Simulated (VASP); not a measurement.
# Bi2Cl (I4/mmm) in VASP: a series of runs, part 2 of 2

VASP 6.6.1. Earlier steps stand in the parts before.

## (3) Single point, PBE

This run uses another cell than the first one, of 30.50 Å³/atom.

Contents of INCAR:

```
ALGO = Normal
EDIFF = 1E-7
ENCUT = 520
GGA = PE
ISIF = 2
ISMEAR = 0
LASPH = T
LCHARG = F
LREAL = F
LWAVE = F
NBANDS = 26
NELM = 80
PREC = Accurate
SIGMA = 0.1
```

Contents of KPOINTS:

```
k-points
0
Gamma
  6 6 6
```

Contents of POSCAR:

```
Bi2Cl
1.0
   -2.1747402844      2.1747402844      4.8361556751
    2.1747402844     -2.1747402844      4.8361556751
    2.1747402844      2.1747402844     -4.8361556751
Bi Cl
2 1
Direct
    0.6930177525      0.6930177525      0.0000000000
    0.3069822475      0.3069822475      0.0000000000
    0.0000000000      0.0000000000      0.0000000000
```

Potentials or basis: VASP PAW PBE potentials, release 64 (Bi_d, Cl).

Launch:

```bash
$ cat potpaw_PBE.64/Bi_d/POTCAR potpaw_PBE.64/Cl/POTCAR > POTCAR
$ mpirun -np 1 vasp_std > vasp.out
```

OUTCAR:

```text
EDIFF = 1E-7
   ENCUT = 520
   GGA = PE
   ISIF = 2
   ISMEAR = 0
   LASPH = T
   LREAL = F
   NELM = 80
   PREC = Accurate

 ion  position               nearest neighbor table
   1  0.693  0.693  0.000-   3 2.97   2 3.27   2 3.27   2 3.27   2 3.27   2 3.73
   2  0.307  0.307  0.000-   3 2.97   1 3.27   1 3.27   1 3.27   1 3.27   1 3.73
   3  0.000  0.000  0.000-   1 2.97   2 2.97

  LATTYP: Found a body centered tetragonal cell.
 ALAT       =     4.3494805688
 C/A-ratio  =     2.2237853917

  Lattice vectors:

 A1 = (  -2.1747402844,   2.1747402844,   4.8361556751)
 A2 = (   2.1747402844,  -2.1747402844,   4.8361556751)
 A3 = (   2.1747402844,   2.1747402844,  -4.8361556751)

Analysis of symmetry for initial positions (statically):
=====================================================================
 Subroutine PRICEL returns:
 Original cell was already a primitive cell.

 Routine SETGRP: Setting up the symmetry group for a
 body centered tetragonal supercell.

 Subroutine GETGRP returns: Found 16 space group operations
 (whereof 16 operations were pure point group operations)
 out of a pool of 16 trial point group operations.

The static configuration has the point symmetry D_4h.

Analysis of symmetry for dynamics (positions and initial velocities):
=====================================================================
 Subroutine PRICEL returns:
 Original cell was already a primitive cell.

 Routine SETGRP: Setting up the symmetry group for a
 body centered tetragonal supercell.

 Subroutine GETGRP returns: Found 16 space group operations
 (whereof 16 operations were pure point group operations)
 out of a pool of 16 trial point group operations.

The dynamic configuration has the point symmetry D_4h.

 Subroutine INISYM returns: Found 16 space group operations
 (whereof 16 operations are pure point group operations),
[... 114 lines left out ...]
   EFERMI_NEDOS =   21; number of points for ismear=-14 and -15
   IALGO  =     38    algorithm
   IMIX   =      4    mixing-type and parameters
     AMIX     =   0.40;   BMIX     =  1.00
     AMIX_MAG =   1.60;   BMIX_MAG =  1.00
  volume/ion in A,a.u.               =      30.50       205.80
  Fermi-wavevector in a.u.,A,eV,Ry     =   1.210646  2.287789 19.941555  1.465663
  Thomas-Fermi vector in A             =   2.346186
   LORBIT       =      0    0 simple, 1 ext, 2 COOP (PROOUT), +10 PAW based schemes
   GGA     = PE    functional components
   LHFCALC =     F    Hartree Fock is set to
   AEXX    =    0.0000 exact exchange contribution
   IVDW    =     0    specifies the selected vdW correction
   LEPSILON=     F    determine dielectric tensor
   LRPA    =     F    only Hartree local field effects (RPA)
 non-spin polarized calculation
 Gauss-broadening in eV      SIGMA  =   0.10
  energy-cutoff  :      520.00
  volume of cell :       91.49
 maximum number of plane-waves:      2485
 NGX is ok and might be reduce to    48
   NGX = 21   NGY = 21   NGZ = 21

 number of electron      36.9999998 magnetization

 Free energy of the ion-electron system (eV)
  ---------------------------------------------------
  ext. energy  EPLUGINS =         0.00000000
  ---------------------------------------------------
  free energy    TOTEN  =       -10.14069459 eV

  energy without entropy =      -10.13695659  energy(sigma->0) =      -10.13882559

 E-fermi :   5.7978     XC(G=0):  -9.5066

 val. band max:        5.6640958423   @ k =  -0.3333  -0.3333   0.3333
 cond. band min:       5.8094526078   @ k =  -0.3333   0.3333   0.0000
 fundamental gap:      0.1453567655
 Fermi energy:         5.7977826500

 k-point     1 :       0.0000    0.0000    0.0000
  band No.  band energies     occupation
      1     -17.2973      2.00000
      2     -17.2601      2.00000
      3     -17.2225      2.00000
      4     -17.2132      2.00000
      5     -17.2132      2.00000
      6     -17.2085      2.00000
[... 685 lines left out ...]
     25      14.0112      0.00000
     26      14.3448      0.00000

 [... further k-points ...]

------------------------ aborting loop because EDIFF is reached ----------------------------------------

  FORCE on cell =-STRESS in cart. coord.  units (eV):
  Direction    XX          YY          ZZ          XY          YZ          ZX
  --------------------------------------------------------------------------------------
  -------------------------------------------------------------------------------------
  Total       -0.0416082     -0.0416082      0.0853312      0.0000000     -0.0000000      0.0000000
  in kB       -0.7286423     -0.7286423      1.4943192      0.0000000     -0.0000000      0.0000000
  external PRESSURE =       0.0123448 kB  Pullay stress =       0.0000000 kB

 VOLUME and BASIS-vectors are now :
 -----------------------------------------------------------------------------
  energy-cutoff  :      520.00
  volume of cell :       91.49
      direct lattice vectors                 reciprocal lattice vectors
    -2.174740284  2.174740284  4.836155675     0.000000000  0.229912511  0.103387904
     2.174740284 -2.174740284  4.836155675     0.229912511  0.000000000  0.103387904
     2.174740284  2.174740284 -4.836155675     0.229912511  0.229912511  0.000000000

 POSITION                                       TOTAL-FORCE (eV/Angst)
 -----------------------------------------------------------------------------------
      0.00000      0.00000      6.70308         0.000000      0.000000      0.008406
      0.00000      0.00000      2.96923         0.000000      0.000000     -0.008406
      0.00000      0.00000      0.00000        -0.000000     -0.000000     -0.000000
 -----------------------------------------------------------------------------------
    total drift:                               -0.000000      0.000000     -0.000000

  FREE ENERGIE OF THE ION-ELECTRON SYSTEM (eV)
  ---------------------------------------------------
  free  energy   TOTEN  =       -10.1406945921 eV

  energy  without entropy=      -10.1369565859  energy(sigma->0) =      -10.13882559
```

Run time: 2.5 min. Hardware: 1 thread of Oxide Virtual Turin-like, shared host; peak memory 0.29 GiB.

Results:

```yaml
Free_energy: -10.1407 eV
Pressure: 0.0 GPa
Largest_force: 0.008 eV/Å
Band_gap_on_the_k_mesh: zero (an odd number of electrons rules out a gap without spin polarisation)
```

Forces in eV/Å, atoms in the order of the input:
```
Bi   0.000  0.000  0.008
Bi   0.000  0.000 -0.008
Cl   0.000  0.000  0.000
```

Caveat: spin-orbit coupling is left out, which moves the levels of the heavy elements.

## (4) Relaxation of cell and atoms, PBE

Contents of INCAR:

```
PREC = Accurate ; ENCUT = 600
EDIFF = 1E-7 ; ISMEAR = 0
SIGMA = 0.1 ; LREAL = False
LASPH = True ; NELM = 80
ALGO = Fast ; ISIF = 3
LWAVE = False ; LCHARG = False
GGA = PE ; IBRION = 2
NSW = 90 ; EDIFFG = -0.04
```

Contents of KPOINTS:

```
Automatic mesh
0
Gamma
  6 6 6
```

Contents of POSCAR:

```
Bi2Cl
1.0
   -2.0482639515      2.0482639515      5.0246475061
    2.0482639515     -2.0482639515      5.0246475061
    2.0482639515      2.0482639515     -5.0246475061
Bi Cl
2 1
Direct
    0.6650000000      0.6650000000      0.0000000000
    0.3350000000      0.3350000000      0.0000000000
    0.0000000000      0.0000000000      0.0000000000
```

Launch:

```bash
$ cat potpaw_PBE.64/Bi_d/POTCAR potpaw_PBE.64/Cl/POTCAR > POTCAR
$ mpirun -np 1 vasp_std > vasp.out
```

It took 12 min on 1 thread of Oxide Virtual Turin-like, shared host; peak memory 0.33 GiB.

The run converged. Its results:

```
Free energy                           : -10.0604 eV
Relaxed volume                        : 29.36 Å³/atom
Relaxed cell                          : a = 6.009 Å, b = 6.009 Å, c = 6.009 Å, α = 140.22°, β = 140.22°, γ = 57.52°
Space group after relaxing (to 0.1 Å) : I4/mmm (No. 139)
Energy gained by relaxing             : 35.0 meV/atom
Ionic steps                           : 6
Pressure after relaxing               : 0.1 GPa
Largest force after relaxing          : 0.021 eV/Å
Band gap on the k mesh                : zero (an odd number of electrons rules out a gap without spin polarisation)
```

Forces on the atoms (eV/Å):
```
Bi   0.000  0.000  0.021
Bi   0.000  0.000 -0.021
Cl   0.000  0.000  0.000
```

The path:
```
step  energy change (eV)  largest force (eV/Å)  pressure (GPa)  volume (Å³)
   1              0.0000                0.7306            1.48        84.32
   2             -0.0625                0.4899           -0.32        87.53
   3             -0.0754                0.3600           -1.30        89.81
   4             -0.1025                0.0959            0.09        87.79
   5             -0.1032                0.0490            0.36        87.45
   6             -0.1049                0.0206            0.15        88.07
```

Final structure:
```
CELL_PARAMETERS angstrom
-2.04436 2.04436 5.26794
2.04436 -2.04436 5.26794
2.04436 2.04436 -5.26794
ATOMIC_POSITIONS crystal
Bi 0.67585 0.67585 0.00000
Bi 0.32415 0.32415 0.00000
Cl 0.00000 0.00000 0.00000
```

Levels at points of the mesh, in eV from the Fermi level:
```csv
k point,band 17,band 18,band 19,band 20,band 21,band 22
"(0.00, 0.00, 0.00)",-1.87,-0.95,-0.95,2.81,3.86,3.86
"(0.50, 0.00, 0.00)",-2.01,-0.74,0.83,1.35,2.27,2.37
"(0.50, 0.50, 0.00)",-3.50,-1.82,-1.21,1.60,1.82,2.89
"(0.50, 0.50, 0.50)",-0.26,-0.17,-0.17,1.08,3.78,3.78
```

Caveat: spin-orbit coupling is left out, which moves the levels of the heavy elements.

## (5) The runs side by side

```csv
task,cell,cutoff (eV),gap on the mesh (eV),pressure (GPa),largest force (eV/Å)
single point,"a = 5.800 Å, angles 138.6, 138.6, 59.9°, 3 atoms, atomic positions A",520,none,1.4,0.73
single point,"a = 5.731 Å, angles 135.4, 135.4, 64.9°, 3 atoms, atomic positions B",520,none,0.0,0.01
relaxation of cell and atoms,"relaxed from a = 5.800 Å, angles 138.6, 138.6, 59.9°, 3 atoms, atomic positions A",600,none,0.1,0.02
```

Alike in all rows: level PBE; potentials or basis VASP PAW PBE potentials, release 64 (Bi_d, Cl); no spin polarisation; k mesh 6 × 6 × 6; smearing gaussian 0.1 eV.

Caveats: spin-orbit coupling is left out, which moves the levels of the heavy elements.

Absolute energies hang on the potentials; compare differences alone.

The gap in the log of VASP goes by the Fermi energy; the results here count the filled bands.